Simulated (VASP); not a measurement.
Here is a VASP 6.6.1 calculation.

Contents of INCAR:

```
ALGO = Normal
EDIFF = 1E-6
ENCUT = 500
GGA = PE
GGA_COMPAT = F
ISIF = 2
ISMEAR = 0
LASPH = T
LCHARG = T
LELF = T
LREAL = F
LVHAR = T
LWAVE = F
NBANDS = 12
NELM = 120
PREC = Accurate
SIGMA = 0.1
```

File KPOINTS:

```
k-points
0
Gamma
  20 20 20
```

The input POSCAR:

```
V
1.0
   -1.4983009372      1.4983009372      1.4983009372
    1.4983009372     -1.4983009372      1.4983009372
    1.4983009372      1.4983009372     -1.4983009372
V
1
Direct
    0.0000000000      0.0000000000      0.0000000000
```

Potentials or basis: VASP PAW PBE potentials, release 64 (V_sv).

Command:

```sh
$ cat potpaw_PBE.64/V_sv/POTCAR > POTCAR
$ mpirun -np 1 vasp_std > vasp.out
```

(1) What does it give for the pressure?

Answers

(1) 0.2 GPa.
